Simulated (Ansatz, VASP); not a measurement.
One calculation of Gd, two programs

```xyz
1
Lattice="3.3241 0.0000 0.0000 0.0000 3.3241 0.0000 0.0000 0.0000 3.3241" Properties=species:S:1:pos:R:3 pbc="T T T"
Gd    0.0000    0.0000    0.0000
```

Change from the starting cell: volume scaled by 1.06, PAW files.

Alike in both runs: task electric field gradients; functional PBE; k mesh 10 × 10 × 10; occupations fermi-dirac, width 0.05 eV; collinear spin.

|  | VASP | Ansatz |
| --- | --- | --- |
| version | VASP 6.6.1 | Ansatz 0.2.0 |
| potentials or method | VASP PAW PBE potentials, release 64 (Gd) | PAW with Ansatz's default frozen-core files, scalar-relativistic |
| plane-wave cutoff (eV) | 520 | 420 |
| valence electrons in the cell | 18 | 18 |

|  | VASP | Ansatz | Ansatz less VASP |
| --- | --- | --- | --- |
| pressure (GPa) | -1.3 | -1.3 | +0.01 |
| net moment per atom (μB) | 7.88 | 7.87 | -0.008 |
| size of the moment on the site where the two differ most (μB) | 7.13 | 7.49 | +0.358 |

Site moments also hang on the region over which each program counts them.

Spin-orbit coupling is off throughout.
